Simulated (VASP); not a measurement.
Write the native input for VASP 6.6.1 that does the following.

* Task: single point
* Functional: PBE
* Potentials or basis: VASP PAW PBE potentials, release 64 (Pb_d, Se)
* Cutoff: 520 eV
* k mesh: 8 × 8 × 6
* Occupations: gaussian, width 0.05 eV
* Spin: no spin polarisation
* Dipole correction: no
* Further INCAR settings: ALGO = Normal; EDIFF = 1e-06; NBANDS = 28

The structure of PbSe lies in POSCAR:

```
PbSe
1.0
    4.2048509942      0.0000000000      0.0000000000
   -2.1024254971      3.6415077801      0.0000000000
    0.0000000000      0.0000000000      7.5235922932
Pb Se
2 2
Direct
    0.0000000000      0.0000000000      0.0000000000
    0.0000000000      0.0000000000      0.5000000000
    0.3333333333      0.6666666667      0.2500000000
    0.6666666667      0.3333333333      0.7500000000
```

One way to write it, as run:

INCAR

```
SYSTEM = PbSe
PREC = Accurate
ENCUT = 520
EDIFF = 1E-6
ISMEAR = 0
SIGMA = 0.05
LREAL = .False.
LASPH = .True.
NELM = 100
ALGO = Normal
ISIF = 2
LWAVE = .False.
LCHARG = .False.
GGA = PE
NBANDS = 28
```

KPOINTS

```
Automatic mesh
0
Gamma
  8 8 6
  0 0 0
```

Potentials or basis: VASP PAW PBE potentials, release 64 (Pb_d, Se).

Run with:

```bash
$ cat potpaw_PBE.64/Pb_d/POTCAR potpaw_PBE.64/Se/POTCAR > POTCAR
$ mpirun -np 1 vasp_std > vasp.out
```

It gave:

```json
{
  "Pressure": "2.8 GPa",
  "Band gap on the k mesh": "zero (bands 20 and 21 overlap by 0.01 eV)"
}
```

Caveat: semilocal functionals underestimate gaps, and a narrow one can read as zero; spin-orbit coupling is left out, which moves the levels of the heavy elements.

Wall time 79 s on 1 thread of AMD EPYC 7R13 Processor (Zen 3) (shared host), peak memory 0.26 GiB.
